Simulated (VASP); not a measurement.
# Ge (P6_3/mmc) in VASP: single point with PBE

Aim: the single point of Ge with PBE.

All numbers are computed with VASP 6.6.1; they aren't measurements. Logs are shortened: lines on timing, memory, paths and dates and some standing lists are left out, and cuts for length are marked.

## (1) The cell of the first run

Symmetry: P6_3/mmc, No. 194, hexagonal system. The conventional cell has a = 4.058 Å, b = 4.058 Å, c = 6.693 Å, α = 90.00°, β = 90.00°, γ = 120.00°. Ge (site symmetry 3m) has 4 Ge at 2.49 to 2.51 Å within 3.3 Å.

This isn't the form of Ge at room conditions, which is diamond.

## (2) Single point, PBE

The input, INCAR:

```
PREC     = Accurate       # precision mode
ENCUT    = 520            # plane-wave cutoff, eV
EDIFF    = 1E-6           # SCF threshold, eV
ISMEAR   = 0              # smearing method
SIGMA    = 0.15           # smearing width, eV
LREAL    = F              # projectors in reciprocal space
LASPH    = T              # aspherical terms in the spheres
NELM     = 80             # most SCF steps
ALGO     = Fast           # electronic algorithm
ISIF     = 2              # what is computed and relaxed
LWAVE    = F              # write WAVECAR
LCHARG   = F              # write CHGCAR
GGA      = PE             # functional
NBANDS   = 66             # bands
```

The input, KPOINTS:

```
Automatic mesh
0
Gamma
  10 6 6
```

The input, POSCAR:

```
Ge
1.0
   -4.0584862901      0.0000000000      0.0000000000
    0.0000000000      0.0000000000     -6.6930647500
    0.0000000001     -7.0295044562      0.0000000000
Ge
8
Direct
    0.0000000000      0.9372088633      0.3333333333
    0.5000000000      0.9372088633      0.8333333333
    0.5000000000      0.4372088633      0.1666666667
    0.0000000000      0.4372088633      0.6666666667
    0.0000000000      0.5627911367      0.3333333333
    0.5000000000      0.5627911367      0.8333333333
    0.5000000000      0.0627911367      0.1666666667
    0.0000000000      0.0627911367      0.6666666667
```

Potentials or basis: VASP PAW PBE potentials, release 64 (Ge_d).

Started as:

```console
> cat potpaw_PBE.64/Ge_d/POTCAR > POTCAR
> mpirun -np 1 vasp_std > vasp.out
```

OUTCAR:

```text
PREC = Accurate
   ENCUT = 520
   EDIFF = 1E-6
   ISMEAR = 0
   LREAL = F
   LASPH = T
   NELM = 80
   ISIF = 2
   GGA = PE

 ion  position               nearest neighbor table
   1  0.000  0.937  0.333-   7 2.49   7 2.49   8 2.49   5 2.51
   2  0.500  0.937  0.833-   8 2.49   8 2.49   7 2.49   6 2.51
   3  0.500  0.437  0.167-   5 2.49   5 2.49   6 2.49   7 2.51
   4  0.000  0.437  0.667-   6 2.49   6 2.49   5 2.49   8 2.51
   5  0.000  0.563  0.333-   3 2.49   3 2.49   4 2.49   1 2.51
   6  0.500  0.563  0.833-   4 2.49   4 2.49   3 2.49   2 2.51
   7  0.500  0.063  0.167-   1 2.49   1 2.49   2 2.49   3 2.51
   8  0.000  0.063  0.667-   2 2.49   2 2.49   1 2.49   4 2.51

  LATTYP: Found a simple orthorhombic cell.
 ALAT       =     4.0584862901
 B/A-ratio  =     1.6491529776
 C/A-ratio  =     1.7320508076

  Lattice vectors:

 A1 = (  -4.0584862901,   0.0000000000,   0.0000000000)
 A2 = (   0.0000000000,   0.0000000000,  -6.6930647500)
 A3 = (   0.0000000001,  -7.0295044562,   0.0000000000)

Analysis of symmetry for initial positions (statically):
=====================================================================
 Subroutine PRICEL returns following result:

  LATTYP: Found a hexagonal cell.
 ALAT       =     4.0584862900
 C/A-ratio  =     1.6491529777

  Lattice vectors:

 A1 = (  -2.0292431450,  -3.5147522281,   0.0000000000)
 A2 = (  -2.0292431451,   3.5147522281,   0.0000000000)
 A3 = (   0.0000000000,   0.0000000000,  -6.6930647500)

   2 primitive cells build up your supercell.

 Routine SETGRP: Setting up the symmetry group for a
 simple orthorhombic supercell.

 Subroutine GETGRP returns: Found  8 space group operations
 (whereof  4 operations were pure point group operations)
 out of a pool of  8 trial point group operations.

The static configuration has the point symmetry C_2h.
 The point group associated with its full space group is D_2h.

Analysis of symmetry for dynamics (positions and initial velocities):
=====================================================================
 Subroutine PRICEL returns following result:

  LATTYP: Found a hexagonal cell.
 ALAT       =     4.0584862900
 C/A-ratio  =     1.6491529777

  Lattice vectors:

 A1 = (  -2.0292431450,  -3.5147522281,   0.0000000000)
 A2 = (  -2.0292431451,   3.5147522281,   0.0000000000)
 A3 = (   0.0000000000,   0.0000000000,  -6.6930647500)

   2 primitive cells build up your supercell.

 Routine SETGRP: Setting up the symmetry group for a
 simple orthorhombic supercell.

 Subroutine GETGRP returns: Found  8 space group operations
 (whereof  4 operations were pure point group operations)
 out of a pool of  8 trial point group operations.

The dynamic configuration has the point symmetry C_2h.
 The point group associated with its full space group is D_2h.

 Subroutine INISYM returns: Found  8 space group operations
 (whereof  4 operations are pure point group operations),
 and found     2 'primitive' translations

----------------------------------------------------------------------------------------

                                     Primitive cell

  volume of cell :      95.4737

  direct lattice vectors                    reciprocal lattice vectors
    -2.029243145 -3.514752228  0.000000000    -0.246397284 -0.142257538  0.000000000
    -2.029243145  3.514752228  0.000000000    -0.246397284  0.142257538  0.000000000
     0.000000000  0.000000000 -6.693064750     0.000000000  0.000000000 -0.149408386

  length of vectors
     4.058486290  4.058486290  6.693064750     0.284515077  0.284515077  0.149408386

  position of ions in fractional coordinates (direct lattice)
     0.333333333  0.666666667  0.937208863
     0.666666667  0.333333333  0.437208863
     0.333333333  0.666666667  0.562791137
     0.666666667  0.333333333  0.062791137

  ion indices of the primitive-cell ions
   primitive index   ion index
                 1           1
                 2           4
                 3           5
                 4           8

----------------------------------------------------------------------------------------

 KPOINTS: Automatic mesh

Automatic generation of k-mesh.
 Grid dimensions read from file:
 generate k-points for:   10    6    6

 Generating k-lattice:

  Cartesian coordinates                     Fractional coordinates (reciprocal lattice)
    -0.024639728 -0.000000000  0.000000000     0.100000000  0.000000000 -0.000000000
     0.000000000  0.000000000 -0.024901398     0.000000000  0.166666667  0.000000000
     0.000000000 -0.023709590  0.000000000     0.000000000  0.000000000  0.166666667

  Length of vectors
     0.024639728  0.024901398  0.023709590

  Shift w.r.t. Gamma in fractional coordinates (k-lattice)
     0.000000000  0.000000000  0.000000000

 Subroutine IBZKPT returns following result:
 ===========================================

 Found     96 irreducible k-points:

 Following reciprocal coordinates:
            Coordinates               Weight
  0.000000  0.000000  0.000000      1.000000
  0.100000  0.000000  0.000000      2.000000
  0.200000  0.000000  0.000000      2.000000
  0.300000  0.000000  0.000000      2.000000
  0.400000  0.000000  0.000000      2.000000
  0.500000  0.000000 -0.000000      1.000000
[... 16 lines left out ...]
  0.400000  0.500000  0.000000      2.000000
  0.500000  0.500000 -0.000000      1.000000
 [... further k-points ...]
   k-points           NKPTS =     96   k-points in BZ     NKDIM =     96   number of bands    NBANDS=     66
   number of dos      NEDOS =    301   number of ions     NIONS =      8
   total plane-waves  NPLWV =  81000
   dimension x,y,z NGX =    30 NGY =   50 NGZ =   54
   dimension x,y,z NGXF=    60 NGYF=  100 NGZF=  108
   ions per type =               8
   NGX,Y,Z   is equivalent  to a cutoff of  12.29, 12.42, 12.77 a.u.
   NGXF,Y,Z  is equivalent  to a cutoff of  24.58, 24.84, 25.54 a.u.
 SYSTEM =  unknown system
   PREC   = accura    normal or accurate (medium, high low for compatibility)
   ISTART =      0    job   : 0-new  1-cont  2-samecut
   ICHARG =      2    charge: 1-file 2-atom 10-const
   ISPIN  =      1    spin polarized calculation?
   LNONCOLLINEAR =      F non collinear calculations
   LSORBIT =      F    spin-orbit coupling
   LASPH  =      T    aspherical Exc in radial PAW
   ENCUT  =  520.0 eV  38.22 Ry    6.18 a.u.   7.55 12.44 13.07*2*pi/ulx,y,z
   NELM   =     80;   NELMIN=  2; NELMDL= -5     # of ELM steps
   EDIFF  = 0.1E-05   stopping-criterion for ELM
   LREAL  =      F    real-space projection
   EDIFFG = 0.1E-04   stopping-criterion for IOM
   NSW    =      0    number of steps for IOM
   IBRION =     -1    ionic relax: 0-MD 1-quasi-New 2-CG
   NFREE  =      0    steps in history (QN), initial steepest desc. (CG)
   ISIF   =      2    stress and relaxation
   ISYM   =      2    0-nonsym 1-usesym 2-fastsym
   POTIM  = 0.5000    time-step for ionic-motion
   TEBEG  =    0.0;   TEEND  =   0.0 temperature during run
   PSTRESS=    0.0 pullay stress
   NELECT =     112.0000    total number of electrons
   NUPDOWN=      -1.0000    fix difference up-down
   EMIN   =  10.00;   EMAX   =-10.00  energy-range for DOS
   EFERMI =   0.00;   METHOD = LEGACY
   ISMEAR =     0;   SIGMA  =   0.15  broadening in eV -4-tet -1-fermi 0-gaus
   EFERMI_NEDOS =   21; number of points for ismear=-14 and -15
   IALGO  =     68    algorithm
   IMIX   =      4    mixing-type and parameters
     AMIX     =   0.40;   BMIX     =  1.00
     AMIX_MAG =   1.60;   BMIX_MAG =  1.00
  volume/ion in A,a.u.               =      23.87       161.07
  Fermi-wavevector in a.u.,A,eV,Ry     =   1.370386  2.589654 25.551165  1.877958
  Thomas-Fermi vector in A             =   2.496177
   LORBIT       =      0    0 simple, 1 ext, 2 COOP (PROOUT), +10 PAW based schemes
   GGA     = PE    functional components
   LHFCALC =     F    Hartree Fock is set to
   AEXX    =    0.0000 exact exchange contribution
   IVDW    =     0    specifies the selected vdW correction
   LEPSILON=     F    determine dielectric tensor
   LRPA    =     F    only Hartree local field effects (RPA)
 non-spin polarized calculation
 RMM-DIIS sequential band-by-band and
 Gauss-broadening in eV      SIGMA  =   0.15
  energy-cutoff  :      520.00
  volume of cell :      190.95
 maximum number of plane-waves:      5186
   NGX = 15   NGY = 25   NGZ = 27

 number of electron     112.0000036 magnetization

 Free energy of the ion-electron system (eV)
  ---------------------------------------------------
  ext. energy  EPLUGINS =         0.00000000
  ---------------------------------------------------
  free energy    TOTEN  =       -36.00576408 eV

  energy without entropy =      -36.00294241  energy(sigma->0) =      -36.00435325

 E-fermi :   4.5508     XC(G=0):  -9.6713

 val. band max:        4.4935102898   @ k =   0.0000   0.0000   0.1667
 cond. band min:       4.6458084641   @ k =   0.0000   0.0000   0.0000
 fundamental gap:      0.1522981743
 Fermi energy:         4.5507579212

 k-point     1 :       0.0000    0.0000    0.0000
  band No.  band energies     occupation
      1     -20.3028      2.00000
      2     -20.2988      2.00000
      3     -20.2952      2.00000
      4     -20.2901      2.00000
      5     -20.2900      2.00000
      6     -20.2758      2.00000
[... 58 lines left out ...]
     65       8.2341      0.00000
     66       8.9288      0.00000

 k-point     2 :       0.1000    0.0000    0.0000
  band No.  band energies     occupation
      1     -20.3036      2.00000
      2     -20.3019      2.00000
      3     -20.2958      2.00000
      4     -20.2944      2.00000
      5     -20.2916      2.00000
      6     -20.2817      2.00000
[... 58 lines left out ...]
     65       8.9982      0.00000
     66       9.1154      0.00000

 k-point     3 :       0.2000    0.0000    0.0000
  band No.  band energies     occupation
      1     -20.3094      2.00000
      2     -20.3022      2.00000
      3     -20.3013      2.00000
      4     -20.2973      2.00000
      5     -20.2956      2.00000
      6     -20.2902      2.00000
[... 1438 lines left out ...]
     65       9.1114      0.00000
     66       9.1456      0.00000

 k-point    24 :       0.5000    0.5000   -0.0000
  band No.  band energies     occupation
      1     -20.2997      2.00000
      2     -20.2997      2.00000
      3     -20.2997      2.00000
      4     -20.2997      2.00000
      5     -20.2839      2.00000
      6     -20.2839      2.00000
[... 58 lines left out ...]
     65       9.2461      0.00000
     66       9.2491      0.00000

 [... further k-points ...]

------------------------ aborting loop because EDIFF is reached ----------------------------------------

  FORCE on cell =-STRESS in cart. coord.  units (eV):
  Direction    XX          YY          ZZ          XY          YZ          ZX
  --------------------------------------------------------------------------------------
  -------------------------------------------------------------------------------------
  Total       -0.0697459     -0.0961607     -0.1027987      0.0000000      0.0000000      0.0000000
  in kB       -0.5852149     -0.8068530     -0.8625501      0.0000000      0.0000000      0.0000000
  external PRESSURE =      -0.7515393 kB  Pullay stress =       0.0000000 kB

 VOLUME and BASIS-vectors are now :
 -----------------------------------------------------------------------------
  energy-cutoff  :      520.00
  volume of cell :      190.95
      direct lattice vectors                 reciprocal lattice vectors
    -4.058486290  0.000000000  0.000000000    -0.246397284 -0.000000000  0.000000000
     0.000000000  0.000000000 -6.693064750     0.000000000  0.000000000 -0.149408386
     0.000000000 -7.029504456  0.000000000     0.000000000 -0.142257538  0.000000000

 POSITION                                       TOTAL-FORCE (eV/Angst)
 -----------------------------------------------------------------------------------
      0.00000     -2.34317     -6.27280         0.000000     -0.000284      0.000360
     -2.02924     -5.85792     -6.27280         0.000000     -0.000284      0.000360
     -2.02924     -1.17158     -2.92627        -0.000000      0.000284      0.000360
      0.00000     -4.68634     -2.92627        -0.000000      0.000284      0.000360
      0.00000     -2.34317     -3.76680         0.000000     -0.000284     -0.000360
     -2.02924     -5.85792     -3.76680         0.000000     -0.000284     -0.000360
     -2.02924     -1.17158     -0.42027        -0.000000      0.000284     -0.000360
      0.00000     -4.68634     -0.42027        -0.000000      0.000284     -0.000360
 -----------------------------------------------------------------------------------
    total drift:                               -0.000000     -0.000000     -0.000000

  FREE ENERGIE OF THE ION-ELECTRON SYSTEM (eV)
  ---------------------------------------------------
  free  energy   TOTEN  =       -36.0057640847 eV

  energy  without entropy=      -36.0029424095  energy(sigma->0) =      -36.00435325
```

Run time: 23 min. Hardware: 1 thread of Oxide Virtual Turin-like, shared host; peak memory 0.79 GiB.

Results:

| Property | Result |
| --- | --- |
| Free energy | -36.0058 eV |
| Pressure | -0.1 GPa |
| Band gap on the k mesh | zero (bands 56 and 57 overlap by 0.01 eV) |

Caveat: semilocal functionals underestimate gaps, and a narrow one can read as zero.

The gap in the log of VASP goes by the Fermi energy; the results here count the filled bands.